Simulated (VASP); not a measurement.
# FePt (P4/mmm) in VASP: notebook, part 2 of 3

VASP 6.6.1. The steps go on from the part before.

## 3. Single point, PBE, collinear spin, ferromagnetic start

This run uses another cell than the first one, of 14.02 Å³/atom.

File INCAR:

```
ALGO = Normal
EDIFF = 1E-6
ENCUT = 520
GGA = PE
ISIF = 2
ISMEAR = 0
ISPIN = 2
LASPH = True
LCHARG = False
LMAXMIX = 4
LORBIT = 11
LREAL = False
LWAVE = False
MAGMOM = 4 0
NBANDS = 20
NELM = 150
PREC = Accurate
SIGMA = 0.1
```

File KPOINTS:

```
k-points
0
Gamma
  6 6 6
```

File POSCAR:

```
FePt
1.0
    2.7207451286      0.0000000000      0.0000000000
    0.0000000000      2.7207451286      0.0000000000
    0.0000000000      0.0000000000      3.7883028241
Fe Pt
1 1
Direct
    0.5000000000      0.5000000000      0.5000000000
    0.0000000000      0.0000000000      0.0000000000
```

Potentials or basis: VASP PAW PBE potentials, release 64 (Fe, Pt).

Launch:

```
cat potpaw_PBE.64/Fe/POTCAR potpaw_PBE.64/Pt/POTCAR > POTCAR
mpirun -np 1 vasp_std > vasp.out
```

OUTCAR:

```text
EDIFF = 1E-6
   ENCUT = 520
   GGA = PE
   ISIF = 2
   ISMEAR = 0
   ISPIN = 2
   LASPH = True
   LORBIT = 11
   LREAL = False
   NELM = 150
   PREC = Accurate

 ion  position               nearest neighbor table
   1  0.500  0.500  0.500-   2 2.70   2 2.70   2 2.70   2 2.70   2 2.70   2 2.70   2 2.70   2 2.70

   2  0.000  0.000  0.000-   1 2.70   1 2.70   1 2.70   1 2.70   1 2.70   1 2.70   1 2.70   1 2.70

  LATTYP: Found a simple tetragonal cell.
 ALAT       =     2.7207451286
 C/A-ratio  =     1.3923769574

  Lattice vectors:

 A1 = (   2.7207451286,   0.0000000000,   0.0000000000)
 A2 = (   0.0000000000,   2.7207451286,   0.0000000000)
[... 1318 lines left out ...]

 VOLUME and BASIS-vectors are now :
 -----------------------------------------------------------------------------
  energy-cutoff  :      520.00
  volume of cell :       28.04
      direct lattice vectors                 reciprocal lattice vectors
     2.720745129  0.000000000  0.000000000     0.367546372  0.000000000  0.000000000
     0.000000000  2.720745129  0.000000000     0.000000000  0.367546372  0.000000000
     0.000000000  0.000000000  3.788302824     0.000000000  0.000000000  0.263970450

 POSITION                                       TOTAL-FORCE (eV/Angst)
 -----------------------------------------------------------------------------------
      1.36037      1.36037      1.89415         0.000000      0.000000      0.000000
      0.00000      0.00000      0.00000         0.000000      0.000000      0.000000
 -----------------------------------------------------------------------------------
    total drift:                               -0.000000      0.000000      0.000000

  FREE ENERGIE OF THE ION-ELECTRON SYSTEM (eV)
  ---------------------------------------------------
  free  energy   TOTEN  =       -14.8389670577 eV

  energy  without entropy=      -14.8295233460  energy(sigma->0) =      -14.83424520

 total charge

# of ion       s       p       d       tot
------------------------------------------
    1        0.400   0.438   6.110   6.949
    2        0.711   0.644   8.050   9.405
--------------------------------------------------
tot          1.111   1.082  14.160  16.354

 magnetization (x)

# of ion       s       p       d       tot
------------------------------------------
    1        0.002  -0.003   2.955   2.954
    2       -0.023  -0.061   0.428   0.344
--------------------------------------------------
tot         -0.021  -0.065   3.384   3.298
```

OSZICAR:

```text
N       E                     dE             d eps       ncg     rms          rms(c)
DAV:   1     0.988261815364E+02    0.98826E+02   -0.83297E+03  3280   0.102E+03
DAV:   2    -0.120014492617E+02   -0.11083E+03   -0.97211E+02  3288   0.221E+02
DAV:   3    -0.162184160169E+02   -0.42170E+01   -0.41263E+01  3748   0.494E+01
DAV:   4    -0.162690659847E+02   -0.50650E-01   -0.50615E-01  3552   0.464E+00
DAV:   5    -0.162703941213E+02   -0.13281E-02   -0.13281E-02  3780   0.832E-01    0.162E+01
DAV:   6    -0.174905721666E+02   -0.12202E+01   -0.11591E+01  3592   0.632E+01    0.252E+01
DAV:   7    -0.149486259952E+02    0.25419E+01   -0.90989E+00  4116   0.567E+01    0.757E+00
DAV:   8    -0.148997523017E+02    0.48874E-01   -0.31354E-01  4028   0.683E+00    0.354E+00
DAV:   9    -0.148554990497E+02    0.44253E-01   -0.40451E-02  4592   0.358E+00    0.184E+00
DAV:  10    -0.148393808948E+02    0.16118E-01   -0.28362E-02  4760   0.295E+00    0.434E-01
DAV:  11    -0.148390085001E+02    0.37239E-03   -0.17233E-03  4092   0.401E-01    0.166E-01
DAV:  12    -0.148389615011E+02    0.46999E-04   -0.13230E-04  4164   0.126E-01    0.585E-02
DAV:  13    -0.148389701781E+02   -0.86770E-05   -0.16040E-05  3792   0.465E-02    0.286E-02
DAV:  14    -0.148389670500E+02    0.31280E-05   -0.25014E-06  3176   0.293E-02    0.968E-03
DAV:  15    -0.148389670577E+02   -0.76195E-08   -0.96382E-07  2444   0.152E-02
   1 F= -.14838967E+02 E0= -.14834245E+02  d E =-.944371E-02  mag=     3.3216
```

Run time: 31 s. Hardware: 1 thread of Intel Xeon Platinum 8488C (Sapphire Rapids), shared host; peak memory 0.16 GiB.

Results:

| Item | Value |
| --- | --- |
| Free energy | -14.8390 eV |
| Pressure | -0.4 GPa |
| Net moment | 3.32 μB per cell |
| Site moments | Fe +2.95; Pt +0.34 μB |
| Valence electrons inside the program's atomic spheres | Fe 6.95; Pt 9.40 |

Levels at points of the mesh, in eV from the Fermi level:
Spin up:
```
           k point  band 8  band 9  band 10  band 11  band 12  band 13  band 14  band 15
(0.00, 0.00, 0.00)   -1.97   -0.46    -0.41    -0.41     2.04     9.25    11.84    11.84
(0.50, 0.00, 0.00)   -2.49   -2.14    -1.52     0.20     2.13    10.20    10.26    12.10
(0.50, 0.50, 0.00)   -0.55   -0.51     0.67     1.77     1.77     7.68     9.98    10.68
(0.00, 0.00, 0.50)   -2.30   -2.02    -2.02    -1.82    -0.72    15.43    15.76    16.20
(0.50, 0.00, 0.50)   -0.90   -0.53    -0.52    -0.42    -0.39     4.68     6.63    16.21
(0.50, 0.50, 0.50)   -1.73   -1.01     0.68     6.82     6.82     7.70     8.37     8.37
```
Spin down:
```csv
k point,band 6,band 7,band 8,band 9,band 10,band 11
"(0.00, 0.00, 0.00)",-0.81,-0.61,0.54,1.71,1.71,1.74
"(0.50, 0.00, 0.00)",-1.26,-1.12,-0.82,0.63,0.80,2.47
"(0.50, 0.50, 0.00)",1.28,1.65,1.73,1.73,1.76,1.91
"(0.00, 0.00, 0.50)",-1.76,-1.36,-0.45,0.15,0.56,0.56
"(0.50, 0.00, 0.50)",-0.44,-0.41,-0.32,1.00,1.51,1.60
"(0.50, 0.50, 0.50)",-1.24,-1.24,0.78,1.05,1.76,7.54
```

Caveat: the k points lie up to 0.38 Å⁻¹ apart; spin-orbit coupling is left out, which moves the levels of the heavy elements.

## 4. Relaxation of cell and atoms, PBE, collinear spin, ferromagnetic start

File INCAR:

```
SYSTEM = FePt
PREC = Accurate
ENCUT = 600
EDIFF = 1E-6
ISMEAR = 0
SIGMA = 0.1
LREAL = .False.
LASPH = .True.
NELM = 150
ALGO = Normal
ISIF = 3
LWAVE = .False.
LCHARG = .False.
ISPIN = 2
MAGMOM = 4 0
LORBIT = 11
LMAXMIX = 4
GGA = PE
IBRION = 2
NSW = 90
EDIFFG = -0.04
```

File KPOINTS:

```
Automatic mesh
0
Gamma
  6 6 6
  0 0 0
```

File POSCAR:

```
FePt
1.0
    2.7216539400      0.0000000000      0.0000000000
    0.0000000000      2.7216539400      0.0000000000
    0.0000000000      0.0000000000      3.7000000500
Fe Pt
1 1
Direct
    0.5000000000      0.5000000000      0.5000000000
    0.0000000000      0.0000000000      0.0000000000
```

Launch:

```
cat potpaw_PBE.64/Fe/POTCAR potpaw_PBE.64/Pt/POTCAR > POTCAR
mpirun -np 1 vasp_std > vasp.out
```

It took 72 s on 1 thread of Intel Xeon Platinum 8488C (Sapphire Rapids), shared host; peak memory 0.19 GiB.

The run converged. Its results:

- Free energy: -14.8383 eV
- Relaxed volume: 14.00 Å³/atom
- Relaxed cell: a = 2.724 Å, b = 2.724 Å, c = 3.774 Å, α = 90.00°, β = 90.00°, γ = 90.00°
- Space group after relaxing (to 0.1 Å): P4/mmm (No. 123)
- Energy gained by relaxing: 6.6 meV/atom
- Ionic steps: 4
- Pressure after relaxing: -0.2 GPa
- Net moment: 3.32 μB per cell
- Site moments: Fe +2.95; Pt +0.35 μB
- Valence electrons inside the program's atomic spheres: Fe 6.95; Pt 9.41

Stress tensor (GPa, compression positive):
```
-0.45  0.00  0.00
 0.00 -0.45  0.00
 0.00  0.00  0.36
```

The path:
| step | energy change (eV) | largest force (eV/Å) | pressure (GPa) | volume (Å³) |
| --- | --- | --- | --- | --- |
| 1 | 0.0000 | 0.0000 | 4.62 | 27.41 |
| 2 | 0.0095 | 0.0000 | -6.73 | 29.00 |
| 3 | -0.0106 | 0.0000 | -0.58 | 28.06 |
| 4 | -0.0133 | 0.0000 | -0.18 | 28.01 |

Final structure:
```yaml
crystal:
  lattice:
    - [2.72423, 0.00000, 0.00000]
    - [0.00000, 2.72423, 0.00000]
    - [0.00000, 0.00000, 3.77403]
  atoms:
    - { symbol: Fe, position: [0.50000, 0.50000, 0.50000] }
    - { symbol: Pt, position: [0.00000, 0.00000, 0.00000] }
```

Levels at points of the mesh, in eV from the Fermi level:
Spin up:
```csv
k point,band 7,band 8,band 9,band 10,band 11,band 12,band 13,band 14,band 15
"(0.00, 0.00, 0.00)",-2.06,-1.96,-0.48,-0.41,-0.41,2.10,9.36,11.78,11.78
"(0.50, 0.00, 0.00)",-2.58,-2.49,-2.15,-1.54,0.18,2.10,10.25,10.31,12.19
"(0.50, 0.50, 0.00)",-0.54,-0.54,-0.52,0.63,1.73,1.73,7.63,9.96,10.72
"(0.00, 0.00, 0.50)",-2.31,-2.31,-2.05,-2.05,-1.84,-0.75,15.48,15.72,16.17
"(0.50, 0.00, 0.50)",-1.19,-0.89,-0.53,-0.52,-0.43,-0.40,4.66,6.65,16.20
"(0.50, 0.50, 0.50)",-2.33,-1.73,-1.02,0.64,6.81,6.81,7.68,8.36,8.48
```
Spin down:
```csv
k point,band 6,band 7,band 8,band 9,band 10,band 11
"(0.00, 0.00, 0.00)",-0.80,-0.64,0.55,1.70,1.70,1.74
"(0.50, 0.00, 0.00)",-1.28,-1.11,-0.83,0.62,0.79,2.43
"(0.50, 0.50, 0.00)",1.27,1.65,1.74,1.74,1.75,1.87
"(0.00, 0.00, 0.50)",-1.79,-1.36,-0.48,0.17,0.54,0.54
"(0.50, 0.00, 0.50)",-0.43,-0.42,-0.32,0.98,1.51,1.60
"(0.50, 0.50, 0.50)",-1.25,-1.25,0.79,1.02,1.75,7.54
```

Caveat: the k points lie up to 0.38 Å⁻¹ apart in the final cell; spin-orbit coupling is left out, which moves the levels of the heavy elements.

[end of part 2 of 3]
